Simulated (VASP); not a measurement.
# Si in VASP: further runs

Si is run at these levels: HSE06; tasks: single point.

All numbers are computed with VASP 6.6.1; they aren't measurements. Logs are shortened: lines on timing, memory, paths and dates and some standing lists are left out, and cuts for length are marked.

## 1. The cell of the first run

It takes space group Fd-3m (No. 227, cubic). Conventional cell: a = 5.331 Å, b = 5.331 Å, c = 5.331 Å, α = 90.00°, β = 90.00°, γ = 90.00°. Si (site symmetry -43m) has 4 Si at 2.31 Å within 3.1 Å.

## 2. Single point, HSE06 (strain -2.1%)

POSCAR reads:

```
Si
1.0
    0.0000000000      2.6654996475      2.6654996475
    2.6654996475      0.0000000000      2.6654996475
    2.6654996475      2.6654996475      0.0000000000
Si
2
Direct
    0.2500000000      0.2500000000      0.2500000000
    0.0000000000      0.0000000000      0.0000000000
```

INCAR.step1 reads:

```
SYSTEM = Si
PREC     = Accurate       ! precision mode
ENCUT    = 520            ! plane-wave cutoff, eV
EDIFF    = 1E-5           ! SCF threshold, eV
ISMEAR   = 0              ! smearing method
SIGMA    = 0.01           ! smearing width, eV
LREAL    = .False.        ! projectors in reciprocal space
LASPH    = .True.         ! aspherical terms in the spheres
NELM     = 100            ! most SCF steps
ALGO     = Normal         ! electronic algorithm
ISIF     = 2              ! what is computed and relaxed
LWAVE    = .True.         ! write WAVECAR
LCHARG   = .False.        ! write CHGCAR
GGA      = PE             ! functional
NBANDS   = 11             ! bands
```

INCAR.step2 reads:

```
SYSTEM = Si
PREC     = Accurate       ! precision mode
ENCUT    = 520            ! plane-wave cutoff, eV
EDIFF    = 1E-6           ! SCF threshold, eV
ISMEAR   = 0              ! smearing method
SIGMA    = 0.01           ! smearing width, eV
LREAL    = .False.        ! projectors in reciprocal space
LASPH    = .True.         ! aspherical terms in the spheres
NELM     = 100            ! most SCF steps
ALGO     = Normal         ! electronic algorithm
ISIF     = 2              ! what is computed and relaxed
LWAVE    = .False.        ! write WAVECAR
LCHARG   = .False.        ! write CHGCAR
GGA      = PE             ! functional
LHFCALC  = .True.         ! exact exchange
HFSCREEN = 0.2079         ! screening, 1/A
PRECFOCK = Normal       
ISTART   = 1            
NBANDS   = 11             ! bands
```

KPOINTS reads:

```
Automatic mesh
0
Gamma
  6 6 6
  0 0 0
```

Potentials or basis: VASP PAW PBE potentials, release 64 (Si).

Started as:

```bash
$ cat potpaw_PBE.64/Si/POTCAR > POTCAR
$ cp INCAR.step1 INCAR
$ mpirun -np 1 vasp_std > vasp.out
$ cp INCAR.step2 INCAR
$ mpirun -np 1 vasp_std > vasp.out
```

OUTCAR:

```text
SYSTEM = Si
   PREC = Accurate
   ENCUT = 520
   EDIFF = 1E-6
   ISMEAR = 0
   LREAL = .False.
   LASPH = .True.
   NELM = 100
   ISIF = 2
   GGA = PE
   LHFCALC = .True.
   HFSCREEN = 0.2079
   PRECFOCK = Normal
   ISTART = 1

 ion  position               nearest neighbor table
   1  0.250  0.250  0.250-   2 2.31   2 2.31   2 2.31   2 2.31
   2  0.000  0.000  0.000-   1 2.31   1 2.31   1 2.31   1 2.31

  LATTYP: Found a face centered cubic cell.
 ALAT       =     5.3309992950

  Lattice vectors:

 A1 = (   0.0000000000,   2.6654996475,   2.6654996475)
 A2 = (   2.6654996475,   0.0000000000,   2.6654996475)
 A3 = (   2.6654996475,   2.6654996475,   0.0000000000)

Analysis of symmetry for initial positions (statically):
=====================================================================
 Subroutine PRICEL returns:
 Original cell was already a primitive cell.

 Routine SETGRP: Setting up the symmetry group for a
 face centered cubic supercell.

 Subroutine GETGRP returns: Found 48 space group operations
 (whereof 24 operations were pure point group operations)
 out of a pool of 48 trial point group operations.

The static configuration has the point symmetry T_d .
 The point group associated with its full space group is O_h .

Analysis of symmetry for dynamics (positions and initial velocities):
=====================================================================
 Subroutine PRICEL returns:
 Original cell was already a primitive cell.

 Routine SETGRP: Setting up the symmetry group for a
 face centered cubic supercell.

 Subroutine GETGRP returns: Found 48 space group operations
 (whereof 24 operations were pure point group operations)
 out of a pool of 48 trial point group operations.

The dynamic configuration has the point symmetry T_d .
 The point group associated with its full space group is O_h .

 Subroutine INISYM returns: Found 48 space group operations
 (whereof 24 operations are pure point group operations),
 and found     1 'primitive' translations

----------------------------------------------------------------------------------------

                                     Primitive cell

  volume of cell :      37.8762

  direct lattice vectors                    reciprocal lattice vectors
     0.000000000  2.665499647  2.665499647    -0.187582092  0.187582092  0.187582092
     2.665499647  0.000000000  2.665499647     0.187582092 -0.187582092  0.187582092
     2.665499647  2.665499647  0.000000000     0.187582092  0.187582092 -0.187582092

  length of vectors
     3.769585752  3.769585752  3.769585752     0.324901714  0.324901714  0.324901714

  position of ions in fractional coordinates (direct lattice)
     0.250000000  0.250000000  0.250000000
     0.000000000  0.000000000  0.000000000

  ion indices of the primitive-cell ions
   primitive index   ion index
                 1           1
                 2           2

----------------------------------------------------------------------------------------

 KPOINTS: Automatic mesh

Automatic generation of k-mesh.
 Grid dimensions read from file:
 generate k-points for:    6    6    6

 Generating k-lattice:

  Cartesian coordinates                     Fractional coordinates (reciprocal lattice)
    -0.031263682  0.031263682  0.031263682     0.166666667  0.000000000  0.000000000
     0.031263682 -0.031263682  0.031263682     0.000000000  0.166666667  0.000000000
     0.031263682  0.031263682 -0.031263682     0.000000000  0.000000000  0.166666667

  Length of vectors
     0.054150286  0.054150286  0.054150286

  Shift w.r.t. Gamma in fractional coordinates (k-lattice)
     0.000000000  0.000000000  0.000000000

 Subroutine IBZKPT returns following result:
 ===========================================

 Found     16 irreducible k-points:

 Following reciprocal coordinates:
            Coordinates               Weight
  0.000000  0.000000  0.000000      1.000000
  0.166667  0.000000  0.000000      8.000000
  0.333333  0.000000  0.000000      8.000000
  0.500000  0.000000  0.000000      4.000000
  0.166667  0.166667  0.000000      6.000000
  0.333333  0.166667  0.000000     24.000000
[... 8 lines left out ...]
 -0.333333  0.333333  0.166667     24.000000
 -0.333333  0.500000  0.166667     12.000000
   k-points           NKPTS =     16   k-points in BZ     NKDIM =    216   number of bands    NBANDS=     11
   number of dos      NEDOS =    301   number of ions     NIONS =      2
   total plane-waves  NPLWV =  21952
   dimension x,y,z NGX =    28 NGY =   28 NGZ =   28
   dimension x,y,z NGXF=    56 NGYF=   56 NGZF=   56
   ions per type =               2
   NGX,Y,Z   is equivalent  to a cutoff of  12.35, 12.35, 12.35 a.u.
   NGXF,Y,Z  is equivalent  to a cutoff of  24.70, 24.70, 24.70 a.u.
 SYSTEM =  Si
   PREC   = accura    normal or accurate (medium, high low for compatibility)
   ISTART =      1    job   : 0-new  1-cont  2-samecut
   ICHARG =      0    charge: 1-file 2-atom 10-const
   ISPIN  =      1    spin polarized calculation?
   LNONCOLLINEAR =      F non collinear calculations
   LSORBIT =      F    spin-orbit coupling
   LASPH  =      T    aspherical Exc in radial PAW
   ENCUT  =  520.0 eV  38.22 Ry    6.18 a.u.   7.01  7.01  7.01*2*pi/ulx,y,z
   NELM   =    100;   NELMIN=  2; NELMDL=  0     # of ELM steps
   EDIFF  = 0.1E-05   stopping-criterion for ELM
   LREAL  =      F    real-space projection
   EDIFFG = 0.1E-04   stopping-criterion for IOM
   NSW    =      0    number of steps for IOM
   IBRION =     -1    ionic relax: 0-MD 1-quasi-New 2-CG
   NFREE  =      0    steps in history (QN), initial steepest desc. (CG)
   ISIF   =      2    stress and relaxation
   ISYM   =      3    0-nonsym 1-usesym 2-fastsym
   POTIM  = 0.5000    time-step for ionic-motion
   TEBEG  =    0.0;   TEEND  =   0.0 temperature during run
   PSTRESS=    0.0 pullay stress
   NELECT =       8.0000    total number of electrons
   NUPDOWN=      -1.0000    fix difference up-down
   EMIN   =  10.00;   EMAX   =-10.00  energy-range for DOS
   EFERMI =   0.00;   METHOD = LEGACY
   ISMEAR =     0;   SIGMA  =   0.01  broadening in eV -4-tet -1-fermi 0-gaus
   EFERMI_NEDOS =   21; number of points for ismear=-14 and -15
   IALGO  =     38    algorithm
   IMIX   =      1    mixing-type and parameters
     AMIX     =   0.40;   BMIX     =  1.00
     AMIX_MAG =   1.60;   BMIX_MAG =  1.00
  volume/ion in A,a.u.               =      18.94       127.80
  Fermi-wavevector in a.u.,A,eV,Ry     =   0.974951  1.842391 12.932743  0.950530
  Thomas-Fermi vector in A             =   2.105452
   LORBIT       =      0    0 simple, 1 ext, 2 COOP (PROOUT), +10 PAW based schemes
   GGA     = PE    functional components
   LHFCALC =     T    Hartree Fock is set to
   PRECFOCK=normal    Normal, Fast or Accurate (Low or Medium for compatibility)
   ENCUT4O =  -1.0   cutoff for four orbital integrals eV
   NKREDX  =     1    reduce k-point grid by
   NKREDY  =     1    reduce k-point grid by
   NKREDZ  =     1    reduce k-point grid by
   AEXX    =    0.2500 exact exchange contribution
   HFSCREEN=    0.2079 screening length (either q_TF or 0.3 A-1)
   HFSCREENC=   0.2079 screening length for correlation (either q_TF or 0.3 A-1)
   ENCUTFOCK=  -1.0 apply spherical cutoff to Coloumb kernel
   IVDW    =     0    specifies the selected vdW correction
   LEPSILON=     F    determine dielectric tensor
   LRPA    =     F    only Hartree local field effects (RPA)
 non-spin polarized calculation
 Gauss-broadening in eV      SIGMA  =   0.01
  energy-cutoff  :      520.00
  volume of cell :       37.88
 maximum number of plane-waves:      1034
  NGX = 24; NGY = 24; NGZ = 24

 number of electron       8.0000000 magnetization

 Free energy of the ion-electron system (eV)
  ---------------------------------------------------
  ext. energy  EPLUGINS =         0.00000000
  ---------------------------------------------------
  free energy    TOTEN  =       -12.48978364 eV

  energy without entropy =      -12.48978364  energy(sigma->0) =      -12.48978364

 E-fermi :   6.1006     XC(G=0):  -8.0179

 val. band max:        6.0509971199   @ k =   0.0000   0.0000   0.0000
 cond. band min:       7.2270766823   @ k =   0.5000   0.5000   0.0000
 fundamental gap:      1.1760795624
 Fermi energy:         6.1006184657

 k-point     1 :       0.0000    0.0000    0.0000
  band No.  band energies     occupation
      1      -7.6610      2.00000
      2       6.0510      2.00000
      3       6.0510      2.00000
      4       6.0510      2.00000
      5       9.4046      0.00000
      6       9.4046      0.00000
      7       9.4046      0.00000
      8      11.0783      0.00000
      9      14.8795      0.00000
     10      14.8795      0.00000
     11      15.0956      0.00000

 k-point     2 :       0.1667    0.0000    0.0000
  band No.  band energies     occupation
      1      -7.2414      2.00000
      2       3.4371      2.00000
      3       5.5521      2.00000
      4       5.5521      2.00000
      5       9.3401      0.00000
      6      10.1251      0.00000
      7      10.1251      0.00000
      8      13.0645      0.00000
      9      14.1448      0.00000
     10      14.1448      0.00000
     11      16.3305      0.00000

 k-point     3 :       0.3333    0.0000    0.0000
  band No.  band energies     occupation
      1      -6.0536      2.00000
      2      -0.0100      2.00000
      3       4.9178      2.00000
      4       4.9178      2.00000
      5       8.7491      0.00000
      6      10.3865      0.00000
      7      10.3865      0.00000
      8      15.0842      0.00000
      9      15.2132      0.00000
     10      15.2132      0.00000
     11      16.7323      0.00000

 k-point     4 :       0.5000    0.0000    0.0000
  band No.  band energies     occupation
      1      -4.9113      2.00000
      2      -1.9580      2.00000
      3       4.6854      2.00000
      4       4.6854      2.00000
      5       8.5152      0.00000
      6      10.1625      0.00000
      7      10.1625      0.00000
      8      14.7480      0.00000
      9      18.0224      0.00000
     10      18.0224      0.00000
     11      19.0394      0.00000
[... 127 lines left out ...]
 k-point    14 :       0.5000    0.3333    0.1667
  band No.  band energies     occupation
      1      -4.9866      2.00000
      2      -0.2767      2.00000
      3       1.9486      2.00000
      4       3.4279      2.00000
      5       9.6651      0.00000
      6      10.4839      0.00000
      7      11.3723      0.00000
      8      14.4441      0.00000
      9      16.5145      0.00000
     10      17.5497      0.00000
     11      20.6977      0.00000

 k-point    15 :      -0.3333    0.3333    0.1667
  band No.  band energies     occupation
      1      -3.8119      2.00000
      2      -1.7066      2.00000
      3       1.4424      2.00000
      4       2.8765      2.00000
      5      10.1065      0.00000
      6      10.5446      0.00000
      7      13.2209      0.00000
      8      13.8738      0.00000
      9      15.0218      0.00000
     10      18.7858      0.00000
     11      19.7789      0.00000

 k-point    16 :      -0.3333    0.5000    0.1667
  band No.  band energies     occupation
      1      -2.6627      2.00000
      2      -2.6627      2.00000
      3       1.8413      2.00000
      4       1.8413      2.00000
      5       9.5047      0.00000
      6       9.5047      0.00000
      7      14.0926      0.00000
      8      14.0926      0.00000
      9      18.3174      0.00000
     10      18.3174      0.00000
     11      20.8700      0.00000

------------------------ aborting loop because EDIFF is reached ----------------------------------------

  FORCE on cell =-STRESS in cart. coord.  units (eV):
  Direction    XX          YY          ZZ          XY          YZ          ZX
  --------------------------------------------------------------------------------------
  -------------------------------------------------------------------------------------
  Total        1.5223189      1.5223189      1.5223189     -0.0000000     -0.0000000      0.0000000
  in kB       64.3947302     64.3947302     64.3947302     -0.0000000     -0.0000000      0.0000000
  external PRESSURE =      64.3947302 kB  Pullay stress =       0.0000000 kB

 VOLUME and BASIS-vectors are now :
 -----------------------------------------------------------------------------
  energy-cutoff  :      520.00
  volume of cell :       37.88
      direct lattice vectors                 reciprocal lattice vectors
     0.000000000  2.665499647  2.665499647    -0.187582092  0.187582092  0.187582092
     2.665499647  0.000000000  2.665499647     0.187582092 -0.187582092  0.187582092
     2.665499647  2.665499647  0.000000000     0.187582092  0.187582092 -0.187582092

 POSITION                                       TOTAL-FORCE (eV/Angst)
 -----------------------------------------------------------------------------------
      1.33275      1.33275      1.33275         0.000000      0.000000      0.000000
      0.00000      0.00000      0.00000        -0.000000     -0.000000     -0.000000
 -----------------------------------------------------------------------------------
    total drift:                               -0.000000     -0.000000     -0.000000

  FREE ENERGIE OF THE ION-ELECTRON SYSTEM (eV)
  ---------------------------------------------------
  free  energy   TOTEN  =       -12.4897836412 eV

  energy  without entropy=      -12.4897836412  energy(sigma->0) =      -12.48978364
```

Wall time 10 min (1 thread of AMD EPYC 7R13 (Zen 3), shared host); peak memory 0.23 GiB.

Results:

```yaml
Free_energy: -12.4898 eV
Pressure: 6.4 GPa
Band_gap_on_the_k_mesh: 1.18 eV (least direct gap 3.35 eV)
```

Caveat: the cell differs from its parent crystal (strain -2.1%); the cell stands under pressure; the PAW data sets were made with another functional, which shifts forces and pressure a little. A k mesh can miss the band edges.

## 3. Single point, HSE06 (uniaxial y strain +0.8%)

POSCAR reads:

```
Si
1.0
    0.0000000000      2.7441689079      2.7221197381
    2.7221197381      0.0000000000      2.7221197381
    2.7221197381      2.7441689079      0.0000000000
Si
2
Direct
    0.2500000000      0.2500000000      0.2500000000
    0.0000000000      0.0000000000      0.0000000000
```

INCAR.step1 reads:

```
SYSTEM = Si
PREC = Accurate
ENCUT = 520
EDIFF = 1E-5
ISMEAR = 0
SIGMA = 0.01
LREAL = .FALSE.
LASPH = .TRUE.
NELM = 60
ALGO = Normal
ISIF = 2
LWAVE = .TRUE.
LCHARG = .FALSE.
NBANDS = 11
GGA = PE
```

INCAR.step2 reads:

```
SYSTEM = Si
PREC = Accurate
ENCUT = 520
EDIFF = 1E-7
ISMEAR = 0
SIGMA = 0.01
LREAL = .FALSE.
LASPH = .TRUE.
NELM = 60
ALGO = Normal
ISIF = 2
LWAVE = .FALSE.
LCHARG = .FALSE.
GGA = PE
LHFCALC = .TRUE.
HFSCREEN = 0.2079
PRECFOCK = Normal
NBANDS = 11
ISTART = 1
```

KPOINTS reads:

```
regular mesh
0
G
  6 6 6
  0 0 0
```

Potentials or basis: VASP PAW PBE potentials, release 64 (Si).

Started as:

```bash
$ cat potpaw_PBE.64/Si/POTCAR > POTCAR
$ cp INCAR.step1 INCAR
$ mpirun -np 1 vasp_std > vasp.out
$ cp INCAR.step2 INCAR
$ mpirun -np 1 vasp_std > vasp.out
```

Wall time 21 min (1 thread of AMD EPYC 7R13 (Zen 3), shared host); peak memory 0.24 GiB.

Results (log left out):

```
Free energy            : -12.5302 eV
Pressure               : -1.3 GPa
Band gap on the k mesh : 1.28 eV (least direct gap 3.29 eV)
```

Stress tensor (GPa, compression positive):
```
-1.00  0.00  0.00
 0.00 -1.88  0.00
 0.00  0.00 -1.00
```

Levels at points of the mesh, in eV from the valence-band top:
```csv
k point,band 1,band 2,band 3,band 4,band 5,band 6,band 7,band 8
"(0.00, 0.00, 0.00)",-13.19,-0.06,0.00,0.00,3.29,3.29,3.32,4.11
"(0.50, 0.00, 0.00)",-10.64,-7.65,-1.36,-1.27,2.16,4.09,4.16,8.58
"(0.50, 0.50, 0.00)",-8.62,-8.62,-3.13,-3.13,1.28,1.28,11.31,11.31
"(0.50, 0.00, 0.50)",-8.67,-8.67,-3.07,-3.07,1.35,1.35,11.34,11.34
```

Caveat: the cell differs from its parent crystal (uniaxial y strain +0.8%); the PAW data sets were made with another functional, which shifts forces and pressure a little.
